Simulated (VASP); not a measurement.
# As2CO3 (P6/mmm) in VASP: further runs

As2CO3 is run at these levels: PBE; tasks: single point, relaxation of cell and atoms.

Program: VASP 6.6.1. These are calculated values, not measurements. Logs are shortened: lines on timing, memory, paths and dates and some standing lists are left out, and cuts for length are marked.

**1. The cell of the first run**

Symmetry: P6/mmm, No. 191, hexagonal system. The conventional cell has a = 5.601 Å, b = 5.601 Å, c = 2.871 Å, α = 90.00°, β = 90.00°, γ = 120.00°. As (site symmetry -6m2) has 6 O at 2.16 Å and 2 As at 2.87 Å within 2.9 Å. Within 3.8 Å of C (site symmetry 6/mmm) lie 2 C at 2.87 Å and 12 O at 3.15 Å and 6 As at 3.23 Å. Within 2.9 Å of O (site symmetry mmm) lie 4 As at 2.16 Å and 6 O at 2.80 to 2.87 Å.

The cell was generated, and may not be a known phase.

**2. Single point, PBE**

INCAR reads:

```
ALGO = Normal ; EDIFF = 1E-6
ENCUT = 520 ; GGA = PE
ISIF = 2 ; ISMEAR = 0
LASPH = True ; LCHARG = False
LREAL = False ; LWAVE = False
NBANDS = 25 ; NELM = 80
PREC = Accurate ; SIGMA = 0.1
```

KPOINTS reads:

```
k-points
0
Gamma
  6 6 6
```

POSCAR reads:

```
As2CO3
1.0
    5.6009766166     -0.0000000031      0.0000000000
   -2.8004883056      4.8505880375      0.0000000000
    0.0000000000      0.0000000000      2.8712011887
As C O
2 1 3
Direct
    0.3333333333      0.6666666667      0.0000000000
    0.6666666667      0.3333333333      0.0000000000
    0.0000000000      0.0000000000      0.0000000000
    0.5000000000      0.0000000000      0.5000000000
    0.0000000000      0.5000000000      0.5000000000
    0.5000000000      0.5000000000      0.5000000000
```

Potentials or basis: VASP PAW PBE potentials, release 64 (As, C, O).

The run is started by

```bash
$ cat potpaw_PBE.64/As/POTCAR potpaw_PBE.64/C/POTCAR potpaw_PBE.64/O/POTCAR > POTCAR
$ mpirun -np 1 vasp_std > vasp.out
```

OUTCAR:

```text
EDIFF = 1E-6
   ENCUT = 520
   GGA = PE
   ISIF = 2
   ISMEAR = 0
   LASPH = True
   LREAL = False
   NELM = 80
   PREC = Accurate

 ion  position               nearest neighbor table
   1  0.333  0.667  0.000-   4 2.16   4 2.16   5 2.16   5 2.16   6 2.16   6 2.16
   2  0.667  0.333  0.000-   4 2.16   4 2.16   5 2.16   5 2.16   6 2.16   6 2.16
   3  0.000  0.000  0.000-
   4  0.500  0.000  0.500-   1 2.16   2 2.16   1 2.16   2 2.16
   5  0.000  0.500  0.500-   1 2.16   2 2.16   1 2.16   2 2.16
   6  0.500  0.500  0.500-   1 2.16   2 2.16   1 2.16   2 2.16

  LATTYP: Found a hexagonal cell.
 ALAT       =     5.6009766166
 C/A-ratio  =     0.5126250983

  Lattice vectors:

 A1 = (   5.6009766166,  -0.0000000031,   0.0000000000)
 A2 = (  -2.8004883056,   4.8505880375,   0.0000000000)
 A3 = (   0.0000000000,   0.0000000000,   2.8712011887)

Analysis of symmetry for initial positions (statically):
=====================================================================
 Subroutine PRICEL returns:
 Original cell was already a primitive cell.

 Routine SETGRP: Setting up the symmetry group for a
 hexagonal supercell.

 Subroutine GETGRP returns: Found 24 space group operations
 (whereof 24 operations were pure point group operations)
 out of a pool of 24 trial point group operations.

The static configuration has the point symmetry D_6h.

Analysis of symmetry for dynamics (positions and initial velocities):
=====================================================================
 Subroutine PRICEL returns:
 Original cell was already a primitive cell.

 Routine SETGRP: Setting up the symmetry group for a
 hexagonal supercell.

 Subroutine GETGRP returns: Found 24 space group operations
 (whereof 24 operations were pure point group operations)
 out of a pool of 24 trial point group operations.

The dynamic configuration has the point symmetry D_6h.

 Subroutine INISYM returns: Found 24 space group operations
 (whereof 24 operations are pure point group operations),
 and found     1 'primitive' translations

----------------------------------------------------------------------------------------

                                     Primitive cell

  volume of cell :      78.0049

  direct lattice vectors                    reciprocal lattice vectors
     5.600976617 -0.000000003  0.000000000     0.178540292  0.103080285  0.000000000
    -2.800488306  4.850588037  0.000000000     0.000000000  0.206160571  0.000000000
     0.000000000  0.000000000  2.871201189     0.000000000  0.000000000  0.348286287

  length of vectors
     5.600976617  5.600976617  2.871201189     0.206160571  0.206160571  0.348286287

  position of ions in fractional coordinates (direct lattice)
     0.333333333  0.666666667  0.000000000
     0.666666667  0.333333333  0.000000000
     0.000000000  0.000000000  0.000000000
     0.500000000  0.000000000  0.500000000
     1.000000000  0.500000000  0.500000000
     0.500000000  0.500000000  0.500000000

  ion indices of the primitive-cell ions
   primitive index   ion index
                 1           1
                 2           2
                 3           3
                 4           4
                 5           5
                 6           6

----------------------------------------------------------------------------------------

 KPOINTS: k-points

Automatic generation of k-mesh.
 Grid dimensions read from file:
 generate k-points for:    6    6    6

 Generating k-lattice:

  Cartesian coordinates                     Fractional coordinates (reciprocal lattice)
     0.029756715  0.017180048  0.000000000     0.166666667 -0.000000000  0.000000000
     0.000000000  0.034360095  0.000000000     0.000000000  0.166666667  0.000000000
     0.000000000  0.000000000  0.058047714     0.000000000  0.000000000  0.166666667

  Length of vectors
     0.034360095  0.034360095  0.058047714

  Shift w.r.t. Gamma in fractional coordinates (k-lattice)
     0.000000000  0.000000000  0.000000000

 Subroutine IBZKPT returns following result:
 ===========================================

 Found     28 irreducible k-points:

 Following reciprocal coordinates:
            Coordinates               Weight
  0.000000  0.000000  0.000000      1.000000
  0.166667  0.000000  0.000000      6.000000
  0.333333  0.000000  0.000000      6.000000
  0.500000  0.000000  0.000000      3.000000
  0.166667  0.166667  0.000000      6.000000
  0.333333  0.166667  0.000000     12.000000
[... 16 lines left out ...]
  0.166667  0.000000  0.500000      6.000000
  0.333333  0.000000  0.500000      6.000000
 [... further k-points ...]
   k-points           NKPTS =     28   k-points in BZ     NKDIM =     28   number of bands    NBANDS=     25
   number of dos      NEDOS =    301   number of ions     NIONS =      6
   total plane-waves  NPLWV =  42336
   dimension x,y,z NGX =    42 NGY =   42 NGZ =   24
   dimension x,y,z NGXF=    84 NGYF=   84 NGZF=   48
   ions per type =               2   1   3
   NGX,Y,Z   is equivalent  to a cutoff of  12.47, 12.47, 13.90 a.u.
   NGXF,Y,Z  is equivalent  to a cutoff of  24.93, 24.93, 27.79 a.u.
 SYSTEM =  unknown system
   PREC   = accura    normal or accurate (medium, high low for compatibility)
   ISTART =      0    job   : 0-new  1-cont  2-samecut
   ICHARG =      2    charge: 1-file 2-atom 10-const
   ISPIN  =      1    spin polarized calculation?
   LNONCOLLINEAR =      F non collinear calculations
   LSORBIT =      F    spin-orbit coupling
   LASPH  =      T    aspherical Exc in radial PAW
   ENCUT  =  520.0 eV  38.22 Ry    6.18 a.u.  10.41 10.41  5.34*2*pi/ulx,y,z
   NELM   =     80;   NELMIN=  2; NELMDL= -5     # of ELM steps
   EDIFF  = 0.1E-05   stopping-criterion for ELM
   LREAL  =      F    real-space projection
   EDIFFG = 0.1E-04   stopping-criterion for IOM
   NSW    =      0    number of steps for IOM
   IBRION =     -1    ionic relax: 0-MD 1-quasi-New 2-CG
   NFREE  =      0    steps in history (QN), initial steepest desc. (CG)
   ISIF   =      2    stress and relaxation
   ISYM   =      2    0-nonsym 1-usesym 2-fastsym
   POTIM  = 0.5000    time-step for ionic-motion
   TEBEG  =    0.0;   TEEND  =   0.0 temperature during run
   PSTRESS=    0.0 pullay stress
   NELECT =      32.0000    total number of electrons
   NUPDOWN=      -1.0000    fix difference up-down
   EMIN   =  10.00;   EMAX   =-10.00  energy-range for DOS
   EFERMI =   0.00;   METHOD = LEGACY
   ISMEAR =     0;   SIGMA  =   0.10  broadening in eV -4-tet -1-fermi 0-gaus
   EFERMI_NEDOS =   21; number of points for ismear=-14 and -15
   IALGO  =     38    algorithm
   IMIX   =      4    mixing-type and parameters
     AMIX     =   0.40;   BMIX     =  1.00
     AMIX_MAG =   1.60;   BMIX_MAG =  1.00
  volume/ion in A,a.u.               =      13.00        87.73
  Fermi-wavevector in a.u.,A,eV,Ry     =   1.216422  2.298704 20.132299  1.479682
  Thomas-Fermi vector in A             =   2.351776
   LORBIT       =      0    0 simple, 1 ext, 2 COOP (PROOUT), +10 PAW based schemes
   GGA     = PE    functional components
   LHFCALC =     F    Hartree Fock is set to
   AEXX    =    0.0000 exact exchange contribution
   IVDW    =     0    specifies the selected vdW correction
   LEPSILON=     F    determine dielectric tensor
   LRPA    =     F    only Hartree local field effects (RPA)
 non-spin polarized calculation
 Gauss-broadening in eV      SIGMA  =   0.10
  energy-cutoff  :      520.00
  volume of cell :       78.00
 maximum number of plane-waves:      2141
 NGX is ok and might be reduce to    42
   NGX = 21   NGY = 21   NGZ = 11

 number of electron      32.0000005 magnetization

 Free energy of the ion-electron system (eV)
  ---------------------------------------------------
  ext. energy  EPLUGINS =         0.00000000
  ---------------------------------------------------
  free energy    TOTEN  =       -28.56113829 eV

  energy without entropy =      -28.53141378  energy(sigma->0) =      -28.54627604

 E-fermi :   4.0732     XC(G=0): -10.4181

 val. band max:        4.0616432775   @ k =   0.3333   0.3333   0.3333
 cond. band min:       4.1136900247   @ k =   0.1667   0.1667   0.3333
 fundamental gap:      0.0520467472
 Fermi energy:         4.0731626596

 k-point     1 :       0.0000    0.0000    0.0000
  band No.  band energies     occupation
      1     -16.4514      2.00000
      2     -14.5124      2.00000
      3     -14.5124      2.00000
      4      -9.1299      2.00000
      5      -4.9688      2.00000
      6      -3.2897      2.00000
[... 17 lines left out ...]
     24      11.3866      0.00000
     25      12.3331      0.00000

 k-point     2 :       0.1667    0.0000    0.0000
  band No.  band energies     occupation
      1     -16.3691      2.00000
      2     -14.6876      2.00000
      3     -14.5152      2.00000
      4      -8.8269      2.00000
      5      -5.0193      2.00000
      6      -4.0723      2.00000
[... 17 lines left out ...]
     24      11.8422      0.00000
     25      12.0550      0.00000

 k-point     3 :       0.3333    0.0000    0.0000
  band No.  band energies     occupation
      1     -16.1446      2.00000
      2     -15.0795      2.00000
      3     -14.5205      2.00000
      4      -8.0885      2.00000
      5      -5.1715      2.00000
      6      -5.1167      2.00000
[... 552 lines left out ...]
 k-point    23 :       0.1667    0.0000    0.5000
  band No.  band energies     occupation
      1     -14.9466      2.00000
      2     -13.8528      2.00000
      3     -13.7615      2.00000
      4      -8.2685      2.00000
      5      -5.3764      2.00000
      6      -4.7050      2.00000
[... 17 lines left out ...]
     24      11.0791      0.00000
     25      15.7633      0.00000

 k-point    24 :       0.3333    0.0000    0.5000
  band No.  band energies     occupation
      1     -14.7843      2.00000
      2     -14.0766      2.00000
      3     -13.7637      2.00000
      4      -7.9408      2.00000
      5      -6.2513      2.00000
      6      -4.0834      2.00000
[... 17 lines left out ...]
     24      10.1893      0.00000
     25      15.1676      0.00000

 [... further k-points ...]

------------------------ aborting loop because EDIFF is reached ----------------------------------------

  FORCE on cell =-STRESS in cart. coord.  units (eV):
  Direction    XX          YY          ZZ          XY          YZ          ZX
  --------------------------------------------------------------------------------------
  -------------------------------------------------------------------------------------
  Total        0.0327592      0.0327592      0.0547403      0.0000000     -0.0000000     -0.0000000
  in kB        0.6728559      0.6728559      1.1243358      0.0000000     -0.0000000     -0.0000000
  external PRESSURE =       0.8233492 kB  Pullay stress =       0.0000000 kB

 VOLUME and BASIS-vectors are now :
 -----------------------------------------------------------------------------
  energy-cutoff  :      520.00
  volume of cell :       78.00
      direct lattice vectors                 reciprocal lattice vectors
     5.600976617 -0.000000003  0.000000000     0.178540292  0.103080285  0.000000000
    -2.800488306  4.850588037  0.000000000     0.000000000  0.206160571  0.000000000
     0.000000000  0.000000000  2.871201189     0.000000000  0.000000000  0.348286287

 POSITION                                       TOTAL-FORCE (eV/Angst)
 -----------------------------------------------------------------------------------
      0.00000      3.23373      0.00000        -0.000000      0.000000      0.000000
      2.80049      1.61686      0.00000         0.000000     -0.000000     -0.000000
      0.00000      0.00000      0.00000        -0.000000      0.000000      0.000000
      2.80049     -0.00000      1.43560        -0.000000      0.000000      0.000000
     -1.40024      2.42529      1.43560        -0.000000      0.000000      0.000000
      1.40024      2.42529      1.43560        -0.000000      0.000000      0.000000
 -----------------------------------------------------------------------------------
    total drift:                                0.000000     -0.000000     -0.000000

  FREE ENERGIE OF THE ION-ELECTRON SYSTEM (eV)
  ---------------------------------------------------
  free  energy   TOTEN  =       -28.5611382926 eV

  energy  without entropy=      -28.5314137790  energy(sigma->0) =      -28.54627604
```

Run time: 28 s. Hardware: 1 thread of AMD EPYC 9R45 (Zen 5), shared host; peak memory 0.19 GiB.

Results:

| Quantity | Value |
| --- | --- |
| Free energy | -28.5611 eV |
| Pressure | 0.1 GPa |
| Band gap on the k mesh | zero (bands 16 and 17 overlap by 1.34 eV) |

Caveat: the k points lie up to 0.36 Å⁻¹ apart, too coarse for converged energies and pressures of a metal.

**3. Single point, PBE**

This run uses another cell than the first one, of 14.39 Å³/atom.

INCAR reads:

```
PREC = Accurate ; ENCUT = 520
EDIFF = 1E-6 ; ISMEAR = 0
SIGMA = 0.1 ; LREAL = F
LASPH = T ; NELM = 60
ALGO = Normal ; ISIF = 2
LWAVE = F ; LCHARG = F
GGA = PE ; NBANDS = 25
```

KPOINTS reads:

```
regular mesh
0
Gamma
  6 6 6
```

POSCAR reads:

```
As2CO3
1.0
    5.2194795700      0.0000000000      0.0000000000
   -2.6097397800      4.5202019000      0.0000000000
    0.0000000000      0.0000000000      3.6599157200
As C O
2 1 3
Direct
    0.3333333300      0.6666666700      0.0000000000
    0.6666666700      0.3333333300      0.0000000000
    0.0000000000      0.0000000000      0.0000000000
    0.5000000000      0.0000000000      0.5000000000
    0.0000000000      0.5000000000      0.5000000000
    0.5000000000      0.5000000000      0.5000000000
```

Potentials or basis: VASP PAW PBE potentials, release 64 (As, C, O).

The run is started by

```bash
$ cat potpaw_PBE.64/As/POTCAR potpaw_PBE.64/C/POTCAR potpaw_PBE.64/O/POTCAR > POTCAR
$ mpirun -np 1 vasp_std > vasp.out
```

Run time: 34 s. Hardware: 1 thread of AMD EPYC 9R45 (Zen 5), shared host; peak memory 0.19 GiB.

Results (log left out):

* Free energy: -25.3947 eV
* Pressure: -15.5 GPa
* Band gap on the k mesh: zero (bands 16 and 17 overlap by 0.13 eV)

Stress tensor (GPa, compression positive):
```
 -4.60   0.00   0.00
  0.00  -4.60   0.00
  0.00   0.00 -37.40
```

Levels at points of the mesh, in eV from the Fermi level:
| k point | band 12 | band 13 | band 14 | band 15 | band 16 | band 17 | band 18 | band 19 | band 20 | band 21 |
| --- | --- | --- | --- | --- | --- | --- | --- | --- | --- | --- |
| (0.00, 0.00, 0.00) | -1.30 | -0.96 | -0.96 | -0.30 | -0.30 | 0.00 | 0.33 | 0.33 | 0.89 | 2.10 |
| (0.50, 0.00, 0.00) | -2.23 | -2.04 | -1.34 | -0.39 | -0.08 | 0.31 | 0.77 | 1.68 | 1.72 | 3.58 |
| (0.00, 0.00, 0.50) | -1.47 | -1.47 | -0.47 | 0.02 | 0.02 | 0.06 | 0.46 | 2.46 | 3.20 | 3.20 |
| (0.50, 0.00, 0.50) | -1.38 | -1.30 | -0.97 | -0.26 | 0.05 | 0.28 | 0.45 | 2.50 | 2.64 | 3.48 |

Caveat: the stress differs along the axes, from -37 to -5 GPa.

**4. Relaxation of cell and atoms, PBE**

This run uses another cell than the first one, of 14.39 Å³/atom.

INCAR reads:

```
  ALGO = Normal
  EDIFF = 1E-7
  EDIFFG = -0.04
  ENCUT = 600
  GGA = PE
  IBRION = 2
  ISIF = 3
  ISMEAR = 0
  LASPH = True
  LCHARG = False
  LREAL = False
  LWAVE = False
  NELM = 60
  NSW = 90
  PREC = Accurate
  SIGMA = 0.1
```

KPOINTS reads:

```
k-points
0
Gamma
  6 6 6
```

POSCAR is that of step 3.

The run is started by

```bash
$ cat potpaw_PBE.64/As/POTCAR potpaw_PBE.64/C/POTCAR potpaw_PBE.64/O/POTCAR > POTCAR
$ mpirun -np 1 vasp_std > vasp.out
```

It took 3.2 min on 1 thread of AMD EPYC 9R45 (Zen 5), shared host; peak memory 0.24 GiB.

The run converged. Its results:

- Free energy: -28.5759 eV
- Relaxed volume: 13.02 Å³/atom
- Relaxed cell: a = 5.609 Å, b = 5.609 Å, c = 2.868 Å, α = 90.00°, β = 90.00°, γ = 120.00°
- Space group after relaxing (to 0.1 Å): P6/mmm (No. 191)
- Energy gained by relaxing: 529.7 meV/atom
- Ionic steps: 7
- Pressure after relaxing: 0.0 GPa
- Band gap on the k mesh: zero (bands 16 and 17 overlap by 1.32 eV)

Stress tensor (GPa, compression positive):
```
-0.20  0.00  0.00
 0.00 -0.20  0.00
 0.00  0.00  0.28
```

Step by step:
```
step  energy change (eV)  largest force (eV/Å)  pressure (GPa)  volume (Å³)
   1              0.0000                0.0000          -15.62        86.35
   2             -2.5569                0.0000            5.21        69.42
   3             -2.5773                0.0000            7.80        68.43
   4             -2.9950                0.0000            7.57        71.68
   5             -3.0862                0.0000            7.29        73.90
   6             -3.1126                0.0000           -5.27        81.94
   7             -3.1783                0.0000           -0.04        78.13
```

Final structure:
```yaml
crystal:
  lattice:
    - [5.60910, 0.00000, 0.00000]
    - [-2.80455, 4.85762, 0.00000]
    - [0.00000, 0.00000, 2.86751]
  atoms:
    - { symbol: As, position: [0.33333, 0.66667, 0.00000] }
    - { symbol: As, position: [0.66667, 0.33333, 0.00000] }
    - { symbol: C, position: [0.00000, 0.00000, 0.00000] }
    - { symbol: O, position: [0.50000, 0.00000, 0.50000] }
    - { symbol: O, position: [0.00000, 0.50000, 0.50000] }
    - { symbol: O, position: [0.50000, 0.50000, 0.50000] }
```

Levels at points of the mesh, in eV from the Fermi level:
| k point | band 13 | band 14 | band 15 | band 16 | band 17 | band 18 | band 19 | band 20 |
| --- | --- | --- | --- | --- | --- | --- | --- | --- |
| (0.00, 0.00, 0.00) | -2.87 | -1.99 | 0.44 | 0.44 | 0.82 | 0.82 | 0.88 | 2.56 |
| (0.50, 0.00, 0.00) | -2.87 | -2.40 | -0.98 | -0.33 | 0.12 | 2.34 | 2.54 | 3.78 |
| (0.00, 0.00, 0.50) | -2.37 | -1.62 | -1.25 | -0.88 | -0.88 | 0.37 | 0.97 | 2.62 |
| (0.50, 0.00, 0.50) | -2.72 | -2.22 | -1.94 | -0.65 | 0.09 | 0.54 | 1.69 | 3.72 |

Caveat: a cell axis changed by over 15 % at a fixed basis, so the end point is rough.

**5. The runs side by side**

| task | cell | cutoff (eV) | gap on the mesh (eV) | pressure (GPa) |
| --- | --- | --- | --- | --- |
| single point | a = 5.601, b = 5.601, c = 2.871 Å, angles 90.0, 90.0, 120.0°, 6 atoms | 520 | none | 0.1 |
| single point | a = 5.219, b = 5.219, c = 3.660 Å, angles 90.0, 90.0, 120.0°, 6 atoms | 520 | none | -15.5 |
| relaxation of cell and atoms | relaxed from a = 5.219, b = 5.219, c = 3.660 Å, angles 90.0, 90.0, 120.0°, 6 atoms | 600 | none | 0.0 |

Alike in all rows: level PBE; potentials or basis VASP PAW PBE potentials, release 64 (As, C, O); no spin polarisation; k mesh 6 × 6 × 6; smearing gaussian 0.1 eV.

Caveats: some runs use coarse meshes; the stress differs along the axes, from -37 to -5 GPa (at least some runs); a cell axis changed by over 15 % at a fixed basis, so the end point is rough (at least some runs).

Absolute energies hang on the potentials; compare differences alone.

The gap in the log of VASP goes by the Fermi energy; the results here count the filled bands.